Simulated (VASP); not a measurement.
Crystal: SrO.

```xyz
2
Lattice="3.1029 0.0000 0.0000 0.0000 3.1029 0.0000 0.0000 0.0000 3.1029" Properties=species:S:1:pos:R:3 pbc="T T T"
Sr    0.0000    0.0000    0.0000
O     1.5514    1.5514    1.5514
```

Program: VASP 6.6.1. Alike in all runs: task single point; potentials or basis VASP PAW PBE potentials, release 64 (Sr_sv, O); no spin polarisation; cell as given; cutoff (eV) 520; smearing gaussian 0.01 eV.

Order these runs on this cell by their pressure, lowest first.
A. level PBE-based global hybrid with 100 % exact exchange; k mesh 4 × 4 × 4; grid for exact exchange (PRECFOCK) Normal; share of exact exchange 1
B. level PBE; k mesh 6 × 6 × 6
C. level HSE06; k mesh 4 × 4 × 4; grid for exact exchange (PRECFOCK) Normal; share of exact exchange 0.25; screening parameter 0.2079 1/Å

A (-9.3 GPa), C (0.5 GPa), B (3.6 GPa).

Caveats: some runs use coarse meshes; the PAW data sets were made with another functional, which shifts forces and pressure a little (at least some runs); the cell stands under pressure (at least some runs).
